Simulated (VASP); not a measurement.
Hf: single point with PBEsol

Hf:

```
CELL_PARAMETERS angstrom
4.29170 0.00000 0.00000
-2.14585 3.71672 0.00000
0.00000 0.00000 2.65312
ATOMIC_POSITIONS crystal
Hf 0.66667 0.33333 0.50000
Hf 0.33333 0.66667 0.50000
Hf 0.00000 0.00000 0.00000
```

- Program: VASP 6.6.1
- Task: single point
- Functional: PBEsol
- Potentials or basis: VASP PAW PBE potentials, release 64 (Hf_pv)
- Cutoff: 520 eV
- k mesh: 12 × 12 × 16
- Occupations: gaussian, width 0.1 eV
- Spin: no spin polarisation

| Property | Result |
| --- | --- |
| Pressure | 99.1 GPa |
| Band gap on the k mesh | zero (band 15 reaches 8.96 eV, above the bottom of band 16 at 7.50 eV) |

Stress tensor (GPa, compression positive):
```
98.91  0.00  0.00
 0.00 98.91  0.00
 0.00  0.00 99.45
```

Levels at points of the mesh, in eV from the Fermi level:
```tsv
k point	band 12	band 13	band 14	band 15	band 16	band 17	band 18	band 19
(0.00, 0.00, 0.00)	-0.62	-0.13	-0.13	0.06	0.06	1.27	2.80	2.80
(0.50, 0.00, 0.00)	-4.18	-1.44	-1.27	-0.78	-0.25	1.27	1.78	4.20
(0.00, 0.00, 0.50)	-3.30	-3.30	-2.48	-0.98	1.85	1.85	3.57	3.57
(0.50, 0.00, 0.50)	-3.66	-2.96	-1.30	-0.34	-0.03	1.59	3.25	3.51
```

Wall time 100 s on 1 thread of AMD EPYC 7R43 64-Core Processor (Zen 3), on a shared host, peak memory 0.21 GiB.

Caveat: the PAW data sets were made with another functional, which shifts forces and pressure a little; spin-orbit coupling is left out, which moves the levels of the heavy elements.
